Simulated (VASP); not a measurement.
Crystal: LiH.

```
Li H
1.0
     0.00000    1.99517    1.99517
     1.99517    0.00000    1.99517
     1.99517    1.99517    0.00000
Li H
1 1
Direct
  0.00000 0.00000 0.00000
  0.50000 0.50000 0.50000
```

Base run:

* Program: VASP 6.6.1
* Functional: LDA
* Potentials or basis: VASP PAW LDA potentials, release 64 (Li_sv, H)
* Cutoff: 520 eV
* k mesh: 9 × 9 × 9
* Occupations: fermi-dirac, width 0.05 eV
* Spin: no spin polarisation

Its results: band gap on the k mesh 2.90 eV, direct.

The run is repeated on the same cell with these changes: k mesh from 9 × 9 × 9 to 11 × 11 × 11. What comes out?

Band gap on the k mesh 2.80 eV, direct.

A k mesh can miss the band edges.
